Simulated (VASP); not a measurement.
Si (a cell with a defect), 62 atoms in the cell. The cell holds a defect, 62 atoms: a = 10.866 Å, b = 10.866 Å, c = 10.866 Å, α = 90.00°, β = 90.00°, γ = 90.00°. 

| Property | Result |
| --- | --- |
| Program | VASP 6.6.1 |
| Task | single point |
| Functional | PBEsol |
| Potentials or basis | VASP PAW PBE potentials, release 64 (Si) |
| Cutoff | 400 eV |
| k mesh | 1 × 1 × 1, shifted |
| Occupations | fermi-dirac, width 0.05 eV |
| Spin | collinear spin |
| Dipole correction | no |
| Charge | 2 |
| Further INCAR settings | LREAL = Auto; ALGO = Normal; EDIFF = 1e-06; NBANDS = 165; ISYM = -1; NELECT = 246.0 |

Potentials or basis: VASP PAW PBE potentials, release 64 (Si).

The run is started by

```sh
$ cat potpaw_PBE.64/Si/POTCAR > POTCAR
$ mpirun -np 1 vasp_std > vasp.out
```

Hardware: 1 thread of Intel Xeon 8259CL (shared host).

Problem. Estimate the wall time of this run.

Solution. Wall time 19 min on 1 thread of Intel Xeon 8259CL, on a shared host, peak memory 1.1 GiB. Counts: scf iterations 17, k points 1.
